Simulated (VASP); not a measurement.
The system is InGa2P3.

```
In Ga P
1.0
    -1.93370    1.93370    8.20401
     1.93370   -1.93370    8.20401
     1.93370    1.93370   -8.20401
In Ga P
1 2 3
Direct
  0.00000 0.00000 0.00000
  0.66667 0.66667 0.00000
  0.33333 0.33333 0.00000
  0.16667 0.16667 0.00000
  0.83333 0.83333 0.00000
  0.50000 0.50000 0.00000
```

```yaml
Program: VASP 6.6.1
Task: relaxation of cell and atoms
Functional: PBE
Potentials_or_basis: VASP PAW PBE potentials, release 64 (In_d, Ga_d, P)
Cutoff: 600 eV
k_mesh: 6 × 6 × 6
Occupations: gaussian, width 0.1 eV
Spin: no spin polarisation
```

At the start: pressure -5.8 GPa; volume 20.45 Å³/atom.

Problem. Where does the relaxation end?

Solution. Over 7 steps the energy falls by 43.8 meV/atom and the volume is 18.71 Å³/atom (-8.5 %); space group I4/mmm (No. 139, to 0.05 Å).

Step by step:
| step | energy change (eV) | largest force (eV/Å) | pressure (GPa) | volume (Å³) |
| --- | --- | --- | --- | --- |
| 1 | 0.0000 | 0.4259 | -5.83 | 122.71 |
| 2 | -0.2204 | 0.4914 | 1.63 | 109.95 |
| 3 | -0.2278 | 0.4866 | 0.34 | 111.70 |
| 4 | -0.2488 | 0.3048 | 0.32 | 111.60 |
| 5 | -0.2621 | 0.0171 | 0.35 | 111.45 |
| 6 | -0.2622 | 0.0045 | 0.33 | 111.46 |
| 7 | -0.2625 | 0.0055 | -0.23 | 112.25 |

Final structure:
```xyz
6
Lattice="-1.8823 1.8823 7.9208 1.8823 -1.8823 7.9208 1.8823 1.8823 -7.9208" Properties=species:S:1:pos:R:3 pbc="T T T"
In    0.0000    0.0000    0.0000
Ga    0.0000    0.0000   10.5837
Ga    0.0000    0.0000    5.2578
P     0.0000    0.0000    2.7197
P     0.0000    0.0000   13.1218
P     0.0000    0.0000    7.9208
```

Caveat: the k points lie up to 0.39 Å⁻¹ apart in the final cell.
